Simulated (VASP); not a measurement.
# SiO2 (P4_32_12) in VASP: a series of runs

The runs below take SiO2 through single point, with r2SCAN.

Program: VASP 6.6.1. These are calculated values, not measurements. Logs are shortened: lines on timing, memory, paths and dates and some standing lists are left out, and cuts for length are marked.

### 1 The cell of the first run

Symmetry: P4_32_12, No. 96, tetragonal system. Conventional cell: a = 4.907 Å, b = 4.907 Å, c = 6.884 Å, α = 90.00°, β = 90.00°, γ = 90.00°. Si (site symmetry 2) has 4 O at 1.61 Å within 2.1 Å. O (site symmetry 1) has 2 Si at 1.61 Å within 2.1 Å.

### 2 Single point, r2SCAN

POSCAR reads:

```
SiO2
1.0
    4.9068520193      0.0000000000      0.0000000000
    0.0000000000      4.9068520193      0.0000000000
    0.0000000000      0.0000000000      6.8835178291
Si O
4 8
Direct
    0.1920171313      0.1920171313      0.0000000000
    0.3079828687      0.6920171313      0.7500000000
    0.6920171313      0.3079828687      0.2500000000
    0.8079828687      0.8079828687      0.5000000000
    0.6208474843      0.7360695898      0.6858310409
    0.3791525157      0.2639304102      0.1858310409
    0.7360695898      0.6208474843      0.3141689591
    0.2360695898      0.8791525157      0.9358310409
    0.2639304102      0.3791525157      0.8141689591
    0.1208474843      0.7639304102      0.5641689591
    0.8791525157      0.2360695898      0.0641689591
    0.7639304102      0.1208474843      0.4358310409
```

INCAR.step1 reads:

```
ALGO = Normal ; EDIFF = 1E-4
ENCUT = 520 ; GGA = PE
ISMEAR = 0 ; LASPH = True
LCHARG = False ; LREAL = False
LWAVE = True ; NBANDS = 44
NELM = 80 ; PREC = Accurate
SIGMA = 0.02
```

INCAR.step2 reads:

```
ALGO = Normal ; EDIFF = 1E-7
ENCUT = 520 ; ISIF = 2
ISMEAR = 0 ; ISTART = 1
LASPH = True ; LCHARG = True
LELF = True ; LMIXTAU = True
LREAL = False ; LVHAR = True
LWAVE = False ; METAGGA = R2SCAN
NBANDS = 44 ; NELM = 80
PREC = Accurate ; SIGMA = 0.02
```

KPOINTS reads:

```
k-points
0
Gamma
  6 6 4
```

Potentials or basis: VASP PAW PBE potentials, release 64 (Si, O).

Started as:

```
$ cat potpaw_PBE.64/Si/POTCAR potpaw_PBE.64/O/POTCAR > POTCAR
$ cp INCAR.step1 INCAR
$ mpirun -np 1 vasp_std > vasp.out
$ cp INCAR.step2 INCAR
$ mpirun -np 1 vasp_std > vasp.out
```

OUTCAR:

```text
EDIFF = 1E-7
   ENCUT = 520
   ISIF = 2
   ISMEAR = 0
   ISTART = 1
   LASPH = True
   LREAL = False
   METAGGA = R2SCAN
   NELM = 80
   PREC = Accurate

 ion  position               nearest neighbor table
   1  0.192  0.192  0.000-   8 1.61  11 1.61   9 1.61   6 1.61   2 3.05   3 3.05   2 3.05   3 3.05

   2  0.308  0.692  0.750-   5 1.61   9 1.61   8 1.61  10 1.61   1 3.05   4 3.05   1 3.05   4 3.05

   3  0.692  0.308  0.250-   6 1.61   7 1.61  11 1.61  12 1.61   1 3.05   4 3.05   4 3.05   1 3.05

   4  0.808  0.808  0.500-  10 1.61  12 1.61   5 1.61   7 1.61   2 3.05   3 3.05   3 3.05   2 3.05

   5  0.621  0.736  0.686-   2 1.61   4 1.61
   6  0.379  0.264  0.186-   3 1.61   1 1.61
   7  0.736  0.621  0.314-   3 1.61   4 1.61
   8  0.236  0.879  0.936-   1 1.61   2 1.61
   9  0.264  0.379  0.814-   2 1.61   1 1.61
  10  0.121  0.764  0.564-   4 1.61   2 1.61
  11  0.879  0.236  0.064-   1 1.61   3 1.61
  12  0.764  0.121  0.436-   4 1.61   3 1.61

  LATTYP: Found a simple tetragonal cell.
 ALAT       =     4.9068520193
 C/A-ratio  =     1.4028378688

  Lattice vectors:

 A1 = (   4.9068520193,   0.0000000000,   0.0000000000)
 A2 = (   0.0000000000,   4.9068520193,   0.0000000000)
 A3 = (   0.0000000000,   0.0000000000,   6.8835178291)

Analysis of symmetry for initial positions (statically):
=====================================================================
 Subroutine PRICEL returns:
 Original cell was already a primitive cell.

 Routine SETGRP: Setting up the symmetry group for a
 simple tetragonal supercell.

 Subroutine GETGRP returns: Found  8 space group operations
 (whereof  2 operations were pure point group operations)
 out of a pool of 16 trial point group operations.

The static configuration has the point symmetry C_2 .
 The point group associated with its full space group is D_4 .

Analysis of symmetry for dynamics (positions and initial velocities):
=====================================================================
 Subroutine PRICEL returns:
 Original cell was already a primitive cell.

 Routine SETGRP: Setting up the symmetry group for a
 simple tetragonal supercell.

 Subroutine GETGRP returns: Found  8 space group operations
 (whereof  2 operations were pure point group operations)
 out of a pool of 16 trial point group operations.

The dynamic configuration has the point symmetry C_2 .
 The point group associated with its full space group is D_4 .

 Subroutine INISYM returns: Found  8 space group operations
 (whereof  2 operations are pure point group operations),
 and found     1 'primitive' translations

----------------------------------------------------------------------------------------

                                     Primitive cell

  volume of cell :     165.7358

  direct lattice vectors                    reciprocal lattice vectors
     4.906852019  0.000000000  0.000000000     0.203796649  0.000000000  0.000000000
     0.000000000  4.906852019  0.000000000     0.000000000  0.203796649  0.000000000
     0.000000000  0.000000000  6.883517829     0.000000000  0.000000000  0.145274557

  length of vectors
     4.906852019  4.906852019  6.883517829     0.203796649  0.203796649  0.145274557

  position of ions in fractional coordinates (direct lattice)
     0.192017131  0.192017131  0.000000000
     0.307982869  0.692017131  0.750000000
     0.692017131  0.307982869  0.250000000
     0.807982869  0.807982869  0.500000000
     0.620847484  0.736069590  0.685831041
     0.379152516  0.263930410  0.185831041
     0.736069590  0.620847484  0.314168959
     0.236069590  0.879152516  0.935831041
     0.263930410  0.379152516  0.814168959
     0.120847484  0.763930410  0.564168959
     0.879152516  0.236069590  0.064168959
     0.763930410  0.120847484  0.435831041

  ion indices of the primitive-cell ions
   primitive index   ion index
                 1           1
                 2           2
                 3           3
                 4           4
                 5           5
                 6           6
                 7           7
                 8           8
                 9           9
                10          10
                11          11
                12          12

----------------------------------------------------------------------------------------

 KPOINTS: k-points

Automatic generation of k-mesh.
 Grid dimensions read from file:
 generate k-points for:    6    6    4

 Generating k-lattice:

  Cartesian coordinates                     Fractional coordinates (reciprocal lattice)
     0.033966108  0.000000000  0.000000000     0.166666667  0.000000000  0.000000000
     0.000000000  0.033966108  0.000000000     0.000000000  0.166666667  0.000000000
     0.000000000  0.000000000  0.036318639     0.000000000  0.000000000  0.250000000

  Length of vectors
     0.033966108  0.033966108  0.036318639

  Shift w.r.t. Gamma in fractional coordinates (k-lattice)
     0.000000000  0.000000000  0.000000000

 Subroutine IBZKPT returns following result:
 ===========================================

 Found     30 irreducible k-points:

 Following reciprocal coordinates:
            Coordinates               Weight
  0.000000  0.000000  0.000000      1.000000
  0.166667  0.000000  0.000000      4.000000
  0.333333  0.000000  0.000000      4.000000
  0.500000  0.000000  0.000000      2.000000
  0.166667  0.166667  0.000000      4.000000
  0.333333  0.166667  0.000000      8.000000
[... 16 lines left out ...]
  0.333333  0.000000  0.500000      4.000000
  0.500000  0.000000  0.500000      2.000000
 [... further k-points ...]
   k-points           NKPTS =     30   k-points in BZ     NKDIM =     30   number of bands    NBANDS=     44
   number of dos      NEDOS =    301   number of ions     NIONS =     12
   total plane-waves  NPLWV =  69984
   dimension x,y,z NGX =    36 NGY =   36 NGZ =   54
   dimension x,y,z NGXF=    72 NGYF=   72 NGZF=  108
   ions per type =               4   8
   NGX,Y,Z   is equivalent  to a cutoff of  12.20, 12.20, 13.04 a.u.
   NGXF,Y,Z  is equivalent  to a cutoff of  24.39, 24.39, 26.08 a.u.
 SYSTEM =  unknown system
   PREC   = accura    normal or accurate (medium, high low for compatibility)
   ISTART =      1    job   : 0-new  1-cont  2-samecut
   ICHARG =      0    charge: 1-file 2-atom 10-const
   ISPIN  =      1    spin polarized calculation?
   LNONCOLLINEAR =      F non collinear calculations
   LSORBIT =      F    spin-orbit coupling
   LASPH  =      T    aspherical Exc in radial PAW
   ENCUT  =  520.0 eV  38.22 Ry    6.18 a.u.   9.12  9.12 12.80*2*pi/ulx,y,z
   NELM   =     80;   NELMIN=  2; NELMDL=  0     # of ELM steps
   EDIFF  = 0.1E-06   stopping-criterion for ELM
   LREAL  =      F    real-space projection
   EDIFFG = 0.1E-05   stopping-criterion for IOM
   NSW    =      0    number of steps for IOM
   IBRION =     -1    ionic relax: 0-MD 1-quasi-New 2-CG
   NFREE  =      0    steps in history (QN), initial steepest desc. (CG)
   ISIF   =      2    stress and relaxation
   ISYM   =      2    0-nonsym 1-usesym 2-fastsym
   POTIM  = 0.5000    time-step for ionic-motion
   TEBEG  =    0.0;   TEEND  =   0.0 temperature during run
   PSTRESS=    0.0 pullay stress
   NELECT =      64.0000    total number of electrons
   NUPDOWN=      -1.0000    fix difference up-down
   EMIN   =  10.00;   EMAX   =-10.00  energy-range for DOS
   EFERMI =   0.00;   METHOD = LEGACY
   ISMEAR =     0;   SIGMA  =   0.02  broadening in eV -4-tet -1-fermi 0-gaus
   EFERMI_NEDOS =   21; number of points for ismear=-14 and -15
   IALGO  =     38    algorithm
   IMIX   =      4    mixing-type and parameters
     AMIX     =   0.40;   BMIX     =  1.00
     AMIX_MAG =   1.60;   BMIX_MAG =  1.00
  volume/ion in A,a.u.               =      13.81        93.20
  Fermi-wavevector in a.u.,A,eV,Ry     =   1.192146  2.252829 19.336757  1.421212
  Thomas-Fermi vector in A             =   2.328191
   LORBIT       =      0    0 simple, 1 ext, 2 COOP (PROOUT), +10 PAW based schemes
   METAGGA = R2SCAN    functional components
   LHFCALC =     F    Hartree Fock is set to
   AEXX    =    0.0000 exact exchange contribution
   IVDW    =     0    specifies the selected vdW correction
   LEPSILON=     F    determine dielectric tensor
   LRPA    =     F    only Hartree local field effects (RPA)
 non-spin polarized calculation
 Gauss-broadening in eV      SIGMA  =   0.02
  energy-cutoff  :      520.00
  volume of cell :      165.74
 maximum number of plane-waves:      4484
   NGX = 19   NGY = 19   NGZ = 25

 number of electron      64.0000008 magnetization

 Free energy of the ion-electron system (eV)
  ---------------------------------------------------
  ext. energy  EPLUGINS =         0.00000000
  ---------------------------------------------------
  free energy    TOTEN  =      -119.13889583 eV

  energy without entropy =     -119.13889583  energy(sigma->0) =     -119.13889583

 E-fermi :   0.0542     XC(G=0):  -9.0997

 val. band max:       -0.0873310162   @ k =   0.0000   0.0000   0.0000
 cond. band min:       6.3474223150   @ k =   0.0000   0.0000   0.0000
 fundamental gap:      6.4347533312
 Fermi energy:         0.0542334905

 k-point     1 :       0.0000    0.0000    0.0000
  band No.  band energies     occupation
      1     -20.5477      2.00000
      2     -19.6388      2.00000
      3     -19.6388      2.00000
      4     -18.5151      2.00000
      5     -18.4140      2.00000
      6     -18.4121      2.00000
[... 36 lines left out ...]
     43      12.4645      0.00000
     44      12.8000      0.00000
[... 1040 lines left out ...]
      4     -19.1021      2.00000
      5     -18.4997      2.00000
      6     -18.4997      2.00000
[... 36 lines left out ...]
     43      12.3742      0.00000
     44      12.3742      0.00000

 [... further k-points ...]

------------------------ aborting loop because EDIFF is reached ----------------------------------------

  FORCE on cell =-STRESS in cart. coord.  units (eV):
  Direction    XX          YY          ZZ          XY          YZ          ZX
  --------------------------------------------------------------------------------------
  -------------------------------------------------------------------------------------
  Total        1.2304940      1.2304940      0.2089797      0.0000000      0.0000000      0.0000000
  in kB       11.8952535     11.8952535      2.0202185      0.0000000      0.0000000      0.0000000
  external PRESSURE =       8.6035752 kB  Pullay stress =       0.0000000 kB

 VOLUME and BASIS-vectors are now :
 -----------------------------------------------------------------------------
  energy-cutoff  :      520.00
  volume of cell :      165.74
      direct lattice vectors                 reciprocal lattice vectors
     4.906852019  0.000000000  0.000000000     0.203796649  0.000000000  0.000000000
     0.000000000  4.906852019  0.000000000     0.000000000  0.203796649  0.000000000
     0.000000000  0.000000000  6.883517829     0.000000000  0.000000000  0.145274557

 POSITION                                       TOTAL-FORCE (eV/Angst)
 -----------------------------------------------------------------------------------
      0.94220      0.94220      0.00000        -0.021360     -0.021360      0.000000
      1.51123      3.39563      5.16264         0.021360     -0.021360      0.000000
      3.39563      1.51123      1.72088        -0.021360      0.021360      0.000000
      3.96465      3.96465      3.44176         0.021360      0.021360      0.000000
      3.04641      3.61178      4.72093         0.002164     -0.000163     -0.000570
      1.86045      1.29507      1.27917        -0.002164      0.000163     -0.000570
      3.61178      3.04641      2.16259        -0.000163      0.002164      0.000570
      1.15836      4.31387      6.44181        -0.000163     -0.002164     -0.000570
      1.29507      1.86045      5.60435         0.000163     -0.002164      0.000570
      0.59298      3.74849      3.88347         0.002164      0.000163      0.000570
      4.31387      1.15836      0.44171        -0.002164     -0.000163      0.000570
      3.74849      0.59298      3.00005         0.000163      0.002164     -0.000570
 -----------------------------------------------------------------------------------
    total drift:                                0.000000     -0.000000      0.000000

  FREE ENERGIE OF THE ION-ELECTRON SYSTEM (eV)
  ---------------------------------------------------
  free  energy   TOTEN  =      -119.1388958312 eV

  energy  without entropy=     -119.1388958312  energy(sigma->0) =     -119.13889583
```

It took 5.3 min on 1 thread of Intel Xeon 6975P-C (Granite Rapids), shared host; peak memory 0.36 GiB.

What came out:

```yaml
Free_energy: -119.1389 eV
Pressure: 0.9 GPa
Largest_force: 0.030 eV/Å
Band_gap_on_the_k_mesh: 6.43 eV
```

Forces in eV/Å, atoms in the order of the input:
```
Si  -0.021 -0.021  0.000
Si   0.021 -0.021  0.000
Si  -0.021  0.021  0.000
Si   0.021  0.021  0.000
O    0.002  0.000 -0.001
O   -0.002  0.000 -0.001
O    0.000  0.002  0.001
O    0.000 -0.002 -0.001
O    0.000 -0.002  0.001
O    0.002  0.000  0.001
O   -0.002  0.000  0.001
O    0.000  0.002 -0.001
```

Caveat: the PAW data sets were made with another functional, which shifts forces and pressure a little.

### 3 Single point, r2SCAN (biaxial strain in the a-b plane: -1.5 %)

POSCAR reads:

```
SiO2
1.0
    4.9068520193      0.0000000000      0.0000000000
    0.0000000000      4.9068520193      0.0000000000
    0.0000000000      0.0000000000      6.9829848314
Si O
4 8
Direct
    0.1978203439      0.1978203439      0.0000000000
    0.3021796561      0.6978203439      0.7500000000
    0.6978203439      0.3021796561      0.2500000000
    0.8021796561      0.8021796561      0.5000000000
    0.6087093138      0.7382811328      0.6811472772
    0.3912906862      0.2617188672      0.1811472772
    0.7382811328      0.6087093138      0.3188527228
    0.2382811328      0.8912906862      0.9311472772
    0.2617188672      0.3912906862      0.8188527228
    0.1087093138      0.7617188672      0.5688527228
    0.8912906862      0.2382811328      0.0688527228
    0.7617188672      0.1087093138      0.4311472772
```

INCAR.step1 reads:

```
PREC = Accurate
ENCUT = 520
ISMEAR = 0
SIGMA = 0.02
LREAL = False
LASPH = True
NELM = 100
NBANDS = 44
GGA = PE
ALGO = Normal
EDIFF = 1E-4
LWAVE = True
LCHARG = False
```

INCAR.step2 reads:

```
PREC = Accurate
ENCUT = 520
EDIFF = 1E-6
ISMEAR = 0
SIGMA = 0.02
LREAL = False
LASPH = True
NELM = 100
ALGO = Normal
ISIF = 2
LWAVE = False
LCHARG = False
METAGGA = R2SCAN
LMIXTAU = True
NBANDS = 44
ISTART = 1
```

KPOINTS reads:

```
Automatic mesh
0
Gamma
  6 6 4
```

Potentials or basis: VASP PAW PBE potentials, release 64 (Si, O).

Started as:

```
$ cat potpaw_PBE.64/Si/POTCAR potpaw_PBE.64/O/POTCAR > POTCAR
$ cp INCAR.step1 INCAR
$ mpirun -np 1 vasp_std > vasp.out
$ cp INCAR.step2 INCAR
$ mpirun -np 1 vasp_std > vasp.out
```

Run time: 4.8 min. Hardware: 1 thread of Intel Xeon 6975P-C (Granite Rapids), shared host; peak memory 0.36 GiB.

It converged, with:

| Item | Value |
| --- | --- |
| Free energy | -119.0722 eV |
| Pressure | 4.2 GPa |
| Largest force | 0.654 eV/Å |
| Band gap on the k mesh | 6.46 eV |

Forces in eV/Å, atoms in the order of the input:
```
Si   0.361  0.361  0.000
Si  -0.361  0.361  0.000
Si   0.361 -0.361  0.000
Si  -0.361 -0.361  0.000
O    0.615  0.083 -0.208
O   -0.615 -0.083 -0.208
O    0.083  0.615  0.208
O    0.083 -0.615 -0.208
O   -0.083 -0.615  0.208
O    0.615 -0.083  0.208
O   -0.615  0.083  0.208
O   -0.083  0.615 -0.208
```

Stress tensor (GPa, compression positive):
```
5.71 0.00 0.00
0.00 5.71 0.00
0.00 0.00 1.07
```

Levels at points of the mesh, in eV from the valence-band top:
```tsv
k point	band 28	band 29	band 30	band 31	band 32	band 33	band 34	band 35	band 36	band 37
(0.00, 0.00, 0.00)	-1.22	-0.67	-0.30	-0.30	0.00	6.46	9.77	9.77	10.18	10.18
(0.50, 0.00, 0.00)	-1.04	-0.68	-0.68	-0.48	-0.48	8.60	8.60	10.17	10.17	10.81
(0.50, 0.50, 0.00)	-1.36	-0.62	-0.62	-0.56	-0.56	9.57	9.57	9.79	9.79	10.84
(0.00, 0.00, 0.50)	-0.82	-0.56	-0.56	-0.37	-0.37	7.74	7.74	10.45	10.45	10.66
(0.50, 0.00, 0.50)	-0.99	-0.96	-0.96	-0.19	-0.19	9.09	9.09	9.70	9.70	10.17
(0.50, 0.50, 0.50)	-1.37	-0.64	-0.64	-0.64	-0.64	10.13	10.13	10.13	10.13	10.73
```

Caveat: the cell differs from its parent crystal (biaxial strain in the a-b plane: -1.5 %); the cell stands under pressure; the PAW data sets were made with another functional, which shifts forces and pressure a little.
